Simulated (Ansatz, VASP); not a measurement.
# One calculation of BiTe, two programs

```
CELL_PARAMETERS angstrom
2.43875 1.40801 3.33926
-2.43875 1.40801 3.33926
0.00000 -2.81603 3.33926
ATOMIC_POSITIONS crystal
Bi 0.50000 0.50000 0.50000
Te 0.00000 0.00000 0.00000
```

Alike in both runs: task single point; functional LDA; k mesh 7 × 7 × 7; occupations fermi-dirac, width 0.05 eV; no spin polarisation.

|  | VASP | Ansatz |
| --- | --- | --- |
| version | VASP 6.6.1 | Ansatz 0.2.0 |
| potentials or method | VASP PAW LDA potentials, release 64 (Bi_d, Te) | Ansatz PAW |
| plane-wave cutoff (eV) | 520 | 420 |
| valence electrons in the cell | 21 | 31 |

VASP gave:

* gap on the k mesh at the Fermi level (eV): none
* pressure (GPa): -4.2
* traceless stress, the component that is largest in VASP (GPa): 0.51

Task: Which values does Ansatz return?

Result: gap on the k mesh at the Fermi level (eV): none; pressure (GPa): -4.2; traceless stress, the component that is largest in VASP (GPa): 0.53.

LDA's correlation is that of Perdew and Zunger in VASP and of Perdew and Wang (1992) in Ansatz. A gap of «none» marks a metal or a gap that the smearing closes. VASP's potentials hold 21 valence electrons a cell and Ansatz's 31, so a difference there can come from the potentials and not from the codes.

Neither program's run includes spin-orbit coupling.
